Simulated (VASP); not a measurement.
# Si (Im-3m) in VASP: further runs

Si is run at these levels: PBEsol; tasks: relaxation of cell and atoms.

Everything below comes from runs of VASP 6.6.1. Logs are shortened: lines on timing, memory, paths and dates and some standing lists are left out, and cuts for length are marked.

## 1. The cell of the first run

Symmetry: Im-3m, No. 229, cubic system. The conventional cell has a = 2.545 Å, b = 2.545 Å, c = 2.545 Å, α = 90.00°, β = 90.00°, γ = 90.00°. Within 2.9 Å of Si (site symmetry m-3m) lie 14 Si at 2.20 to 2.54 Å.

## 2. Relaxation of cell and atoms, PBEsol, target pressure 160 GPa, at which the enthalpy is minimised

Contents of INCAR:

```
PREC = Accurate ; ENCUT = 600
EDIFF = 1E-6 ; ISMEAR = -1
SIGMA = 0.1 ; LREAL = False
LASPH = True ; NELM = 80
ALGO = Normal ; ISIF = 3
LWAVE = False ; LCHARG = False
GGA = PS ; IBRION = 2
NSW = 60 ; EDIFFG = -0.005
PSTRESS = 1600.0
```

Contents of KPOINTS:

```
Automatic mesh
0
Gamma
  20 20 20
```

Contents of POSCAR:

```
Si
1.0
   -1.2722612942      1.2722612942      1.2722612942
    1.2722612942     -1.2722612942      1.2722612942
    1.2722612942      1.2722612942     -1.2722612942
Si
1
Direct
    0.0000000000      0.0000000000      0.0000000000
```

Potentials or basis: VASP PAW PBE potentials, release 64 (Si).

Started as:

```console
$ cat potpaw_PBE.64/Si/POTCAR > POTCAR
$ mpirun -np 1 vasp_std > vasp.out
```

OUTCAR:

```text
PREC = Accurate
   ENCUT = 600
   EDIFF = 1E-6
   ISMEAR = -1
   LREAL = False
   LASPH = True
   NELM = 80
   ISIF = 3
   GGA = PS
   IBRION = 2
   NSW = 60
   EDIFFG = -0.005
   PSTRESS = 1600.0

 ion  position               nearest neighbor table
   1  0.000  0.000  0.000-

  LATTYP: Found a body centered cubic cell.
 ALAT       =     2.5445225884

  Lattice vectors:

 A1 = (  -1.2722612942,   1.2722612942,   1.2722612942)
 A2 = (   1.2722612942,  -1.2722612942,   1.2722612942)
 A3 = (   1.2722612942,   1.2722612942,  -1.2722612942)

Analysis of symmetry for initial positions (statically):
=====================================================================
 Subroutine PRICEL returns:
 Original cell was already a primitive cell.

 Routine SETGRP: Setting up the symmetry group for a
 body centered cubic supercell.

 Subroutine GETGRP returns: Found 48 space group operations
 (whereof 48 operations were pure point group operations)
 out of a pool of 48 trial point group operations.

The static configuration has the point symmetry O_h .

Analysis of symmetry for dynamics (positions and initial velocities):
=====================================================================
 Subroutine PRICEL returns:
 Original cell was already a primitive cell.

 Routine SETGRP: Setting up the symmetry group for a
 body centered cubic supercell.

 Subroutine GETGRP returns: Found 48 space group operations
 (whereof 48 operations were pure point group operations)
 out of a pool of 48 trial point group operations.

The dynamic configuration has the point symmetry O_h .

 Subroutine INISYM returns: Found 48 space group operations
 (whereof 48 operations are pure point group operations),
 and found     1 'primitive' translations

----------------------------------------------------------------------------------------

                                     Primitive cell

  volume of cell :       8.2374

  direct lattice vectors                    reciprocal lattice vectors
    -1.272261294  1.272261294  1.272261294     0.000000000  0.393001031  0.393001031
     1.272261294 -1.272261294  1.272261294     0.393001031  0.000000000  0.393001031
     1.272261294  1.272261294 -1.272261294     0.393001031  0.393001031  0.000000000

[... 82 lines left out ...]
   LREAL  =      F    real-space projection
   EDIFFG = -.5E-02   stopping-criterion for IOM
   NSW    =     60    number of steps for IOM
   IBRION =      2    ionic relax: 0-MD 1-quasi-New 2-CG
   NFREE  =      1    steps in history (QN), initial steepest desc. (CG)
   ISIF   =      3    stress and relaxation
   ISYM   =      2    0-nonsym 1-usesym 2-fastsym
   POTIM  = 0.5000    time-step for ionic-motion
   TEBEG  =    0.0;   TEEND  =   0.0 temperature during run
   PSTRESS= 1600.0 pullay stress
   NELECT =       4.0000    total number of electrons
   NUPDOWN=      -1.0000    fix difference up-down
   EMIN   =  10.00;   EMAX   =-10.00  energy-range for DOS
   EFERMI =   0.00;   METHOD = LEGACY
   ISMEAR =    -1;   SIGMA  =   0.10  broadening in eV -4-tet -1-fermi 0-gaus
   EFERMI_NEDOS =   21; number of points for ismear=-14 and -15
   IALGO  =     38    algorithm
   IMIX   =      4    mixing-type and parameters
     AMIX     =   0.40;   BMIX     =  1.00
     AMIX_MAG =   1.60;   BMIX_MAG =  1.00
  volume/ion in A,a.u.               =       8.24        55.59
  Fermi-wavevector in a.u.,A,eV,Ry     =   1.286763  2.431629 22.527964  1.655759
  Thomas-Fermi vector in A             =   2.418818
   LORBIT       =      0    0 simple, 1 ext, 2 COOP (PROOUT), +10 PAW based schemes
   GGA     = PS    functional components
   LHFCALC =     F    Hartree Fock is set to
   AEXX    =    0.0000 exact exchange contribution
   IVDW    =     0    specifies the selected vdW correction
   LEPSILON=     F    determine dielectric tensor
   LRPA    =     F    only Hartree local field effects (RPA)
 conjugate gradient relaxation of ions
 non-spin polarized calculation
  energy-cutoff  :      600.00
  volume of cell :        8.24
 maximum number of plane-waves:       285
 NGX is ok and might be reduce to    18
   NGX =  9   NGY =  9   NGZ =  9

--------------------------------------- Ionic step        1  -------------------------------------------

 number of electron       4.0000000 magnetization

 Free energy of the ion-electron system (eV)
  ---------------------------------------------------
  ext. energy  EPLUGINS =         0.00000000
  ---------------------------------------------------
  free energy    TOTEN  =        -3.30479712 eV

  energy without entropy =       -3.29540238  energy(sigma->0) =       -3.30009975

------------------------ aborting loop because EDIFF is reached ----------------------------------------

  FORCE on cell =-STRESS in cart. coord.  units (eV):
  Direction    XX          YY          ZZ          XY          YZ          ZX
  --------------------------------------------------------------------------------------
  -------------------------------------------------------------------------------------
  Total        8.9288858      8.9288858      8.9288858     -0.0000000     -0.0000000      0.0000000
  in kB     1736.6764418   1736.6764418   1736.6764418     -0.0000000     -0.0000000      0.0000000
  external PRESSURE =     136.6764418 kB  Pullay stress =    1600.0000000 kB
[... 98 lines left out ...]
--------------------------------------- Ionic step        4  -------------------------------------------

 number of electron       4.0000000 magnetization

 Free energy of the ion-electron system (eV)
  ---------------------------------------------------
  ext. energy  EPLUGINS =         0.00000000
  ---------------------------------------------------
  free energy    TOTEN  =        -3.48714891 eV

  energy without entropy =       -3.47758656  energy(sigma->0) =       -3.48236773

 E-fermi :  18.8698     XC(G=0): -13.5721

 val. band max:       18.8312963627   @ k =  -0.4500   0.4500   0.4000
 cond. band min:      18.8752750797   @ k =   0.4000   0.2000   0.0000
 fundamental gap:      0.0439787169
 Fermi energy:        18.8698170803

 k-point     1 :       0.0000    0.0000    0.0000
  band No.  band energies     occupation
      1      -1.4207      2.00000
      2      34.1886      0.00000
      3      34.1886      0.00000
      4      34.1886      0.00000
      5      39.2828      0.00000
      6      39.7010      0.00000
[... 199 lines left out ...]
 k-point    24 :       0.2500    0.1000    0.0000
  band No.  band energies     occupation
      1       2.7991      2.00000
      2      19.2115      0.06352
      3      25.0335      0.00000
      4      29.3489      0.00000
      5      33.9469      0.00000
      6      37.3302      0.00000

 [... further k-points ...]
[... 5 lines left out ...]
  --------------------------------------------------------------------------------------
  -------------------------------------------------------------------------------------
  Total        8.4032816      8.4032816      8.4032816      0.0000000      0.0000000      0.0000000
  in kB     1600.4042407   1600.4042407   1600.4042407      0.0000000      0.0000000      0.0000000
  external PRESSURE =       0.4042407 kB  Pullay stress =    1600.0000000 kB
[... 20 lines left out ...]
  energy  without entropy=       -3.4775865576  energy(sigma->0) =       -3.48236773

  enthalpy is  TOTEN    =         4.9140101355 eV   P V=        8.4011590437

 reached required accuracy - stopping structural energy minimisation
```

OSZICAR:

```text
N       E                     dE             d eps       ncg     rms          rms(c)
DAV:   1     0.659561008849E+00    0.65956E+00   -0.23504E+03  3666   0.614E+02
DAV:   2    -0.336017554889E+01   -0.40197E+01   -0.38051E+01  4446   0.520E+01
DAV:   3    -0.338385225428E+01   -0.23677E-01   -0.23611E-01  3756   0.414E+00
DAV:   4    -0.338386819180E+01   -0.15938E-04   -0.15937E-04  4542   0.108E-01
[... 16 lines left out ...]
DAV:   3    -0.349460143217E+01    0.27386E-02   -0.15995E-03  3408   0.282E-01    0.159E-01
DAV:   4    -0.349460170374E+01   -0.27157E-06   -0.33976E-06  4584   0.212E-02
   3 F= 0.49140157E+01 E0= 0.49188003E+01  d E =-.736957E-02
       N       E                     dE             d eps       ncg     rms          rms(c)
DAV:   1    -0.348714921556E+01    0.74522E-02   -0.46460E-05  3774   0.431E-02    0.164E-02
DAV:   2    -0.348714890815E+01    0.30741E-06   -0.30178E-07  2778   0.590E-03
   4 F= 0.49140101E+01 E0= 0.49187913E+01  d E =-.737517E-02
```

It took 24 s on 1 thread of Intel Xeon 8259CL, shared host; peak memory 0.13 GiB.

Results:

* Free energy: -3.4871 eV
* Relaxed volume: 8.41 Å³/atom
* Relaxed cell: a = 2.219 Å, b = 2.219 Å, c = 2.219 Å, α = 109.47°, β = 109.47°, γ = 109.47°
* Space group after relaxing (to 0.05 Å): Im-3m (No. 229)
* Energy change on relaxing (the enthalpy is what falls): -182.4 meV/atom
* Ionic steps: 4
* Pressure after relaxing: 160.0 GPa
* Band gap on the k mesh: zero (band 2 reaches 34.19 eV, above the bottom of band 3 at 13.40 eV)

The path:
```tsv
step	energy change (eV)	largest force (eV/Å)	pressure (GPa)	volume (Å³)
1	0.0000	0.0000	173.67	8.24
2	-0.7734	0.0000	116.26	9.10
3	-0.1898	0.0000	159.43	8.42
4	-0.1824	0.0000	160.04	8.41
```

Final structure:
```cif
data_structure
_symmetry_space_group_name_H-M 'P 1'
_symmetry_Int_Tables_number 1
_cell_length_a 2.2191
_cell_length_b 2.2191
_cell_length_c 2.2191
_cell_angle_alpha 109.471
_cell_angle_beta 109.471
_cell_angle_gamma 109.471
_cell_volume 8.41
loop_
_atom_site_label
_atom_site_type_symbol
_atom_site_fract_x
_atom_site_fract_y
_atom_site_fract_z
_atom_site_occupancy
Si1 Si 0.00000 0.00000 0.00000 1
```

Levels at points of the mesh, in eV from the Fermi level:
```tsv
k point	band 1	band 2	band 3	band 4	band 5	band 6
(0.00, 0.00, 0.00)	-20.29	15.32	15.32	15.32	20.41	20.83
(0.50, 0.00, 0.00)	-10.45	-8.77	7.77	9.80	12.17	14.66
(0.50, 0.50, 0.50)	-0.49	-0.49	-0.49	-0.20	-0.20	9.05
```

Caveat: the cell is relaxed towards a set pressure, so the enthalpy falls and the energy may rise; the PAW data sets were made with another functional, which shifts forces and pressure a little.

## 3. Relaxation of cell and atoms, PBEsol, target pressure 160 GPa, at which the enthalpy is minimised

This run uses another cell than the first one, of 8.40 Å³/atom, 1.020 times its volume.

Contents of INCAR:

```
PREC     = Accurate       # precision mode
ENCUT    = 600            # plane-wave cutoff, eV
EDIFF    = 1E-7           # SCF threshold, eV
ISMEAR   = -1             # smearing method
SIGMA    = 0.1            # smearing width, eV
LREAL    = False          # projectors in reciprocal space
LASPH    = True           # aspherical terms in the spheres
NELM     = 60             # most SCF steps
ALGO     = Normal         # electronic algorithm
ISIF     = 3              # what is computed and relaxed
LWAVE    = False          # write WAVECAR
LCHARG   = False          # write CHGCAR
GGA      = PS             # functional
IBRION   = 2              # ionic algorithm
NSW      = 32             # ionic steps
EDIFFG   = -0.005         # ionic threshold
PSTRESS  = 1600.0
```

KPOINTS is that of step 2.

Contents of POSCAR:

```
Si
1.0
   -1.2808068557      1.2808068557      1.2808068557
    1.2808068557     -1.2808068557      1.2808068557
    1.2808068557      1.2808068557     -1.2808068557
Si
1
Direct
    0.0000000000      0.0000000000      0.0000000000
```

Potentials or basis: VASP PAW PBE potentials, release 64 (Si).

Started as:

```console
$ cat potpaw_PBE.64/Si/POTCAR > POTCAR
$ mpirun -np 1 vasp_std > vasp.out
```

Wall time 25 s (1 thread of Intel Xeon 8259CL, shared host); peak memory 0.12 GiB.

It converged, with:

```yaml
Free_energy: -3.4879 eV
Relaxed_volume: 8.41 Å³/atom
Relaxed_cell: a = 2.219 Å, b = 2.219 Å, c = 2.219 Å, α = 109.47°, β = 109.47°, γ = 109.47°
Space_group_after_relaxing_to_0.05_Å: Im-3m (No. 229)
Energy_change_on_relaxing_the_enthalpy_is_what_falls: -8.8 meV/atom
Ionic_steps: 3
Pressure_after_relaxing: 160.0 GPa
Band_gap_on_the_k_mesh: zero (band 2 reaches 34.19 eV, above the bottom of band 3 at 13.40 eV)
```

The path:
```
step  energy change (eV)  largest force (eV/Å)  pressure (GPa)  volume (Å³)
   1              0.0000                0.0000          160.67         8.40
   2             -0.0422                0.0000          157.54         8.45
   3             -0.0088                0.0000          160.01         8.41
```

Final structure:
```
CELL_PARAMETERS angstrom
-1.28125 1.28125 1.28125
1.28125 -1.28125 1.28125
1.28125 1.28125 -1.28125
ATOMIC_POSITIONS crystal
Si 0.00000 0.00000 0.00000
```

Levels at points of the mesh, in eV from the Fermi level:
```tsv
k point	band 1	band 2	band 3	band 4	band 5
(0.00, 0.00, 0.00)	-20.29	15.32	15.32	15.32	20.41
(0.50, 0.00, 0.00)	-10.45	-8.77	7.77	9.80	12.16
(0.50, 0.50, 0.50)	-0.49	-0.49	-0.49	-0.20	-0.20
```

Caveat: the cell is relaxed towards a set pressure, so the enthalpy falls and the energy may rise; the PAW data sets were made with another functional, which shifts forces and pressure a little.
